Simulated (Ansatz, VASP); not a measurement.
## One calculation of BiTe, two programs

File INCAR:

```
PREC = Accurate
ENCUT = 520
EDIFF = 1E-7
ISMEAR = 0
SIGMA = 0.15
LREAL = False
LASPH = True
NELM = 100
ALGO = Normal
ISIF = 2
LWAVE = False
LCHARG = True
GGA = PS
LELF = True
LVHAR = True
NBANDS = 18
```

KPOINTS

```
regular mesh
0
Gamma
  12 12 12
```

POSCAR

```
BiTe
1.0
    2.4475874625      1.3987509848      3.3354622628
   -2.3978280831      1.3987509848      3.2991216462
    0.0248796897     -2.7975019696      3.3172919545
Bi Te
1 1
Direct
    0.5000000000      0.5000000000      0.5000000000
    0.0000000000      0.0000000000      0.0000000000
```

Input for Ansatz:

```yaml
crystal:
  lattice:
    - [2.4475874625, 1.3987509848, 3.3354622628]
    - [-2.3978280831, 1.3987509848, 3.2991216462]
    - [0.0248796897, -2.7975019696, 3.3172919545]
  atoms:
    - { symbol: Bi, position: [0.5, 0.5, 0.5] }
    - { symbol: Te, position: [0.0, 0.0, 0.0] }
basis:
  ecutwfc: 420
kpoints:
  mp_grid: { grid: [12, 12, 12] }
hamiltonian:
  xc: pbesol
scf:
  occupations: { method: gaussian, width: 0.15 }
output:
  forces: true
  stress: true
  eigenvalues: true
```

Change from the starting cell: strain +0.0150 x Voigt [0, 0, 0, 0, 1, 0], atoms carried along.

Alike in both runs: task single point; functional PBEsol; k mesh 12 × 12 × 12; occupations gaussian, width 0.15 eV; no spin polarisation.

```csv
,VASP,Ansatz
version,VASP 6.6.1,Ansatz 0.2.0
potentials or method,"VASP PAW PBE potentials, release 64 (Bi_d, Te), cutoff 520 eV","scalar-relativistic, plane waves, PAW"
valence electrons in the cell,21,31
```

```tsv
	VASP	Ansatz	Ansatz less VASP
gap on the k mesh at the Fermi level (eV)	none	none	-
pressure (GPa)	-2.5	-2.5	+0.03
traceless stress, the component that is largest in VASP (GPa)	-0.37	-0.37	0.000
```

VASP's potentials were made for PBE, not for PBEsol. A gap of «none» marks a metal or a gap that the smearing closes. VASP's potentials hold 21 valence electrons a cell and Ansatz's 31, so a difference there can come from the potentials and not from the codes.

Spin-orbit coupling is off throughout.
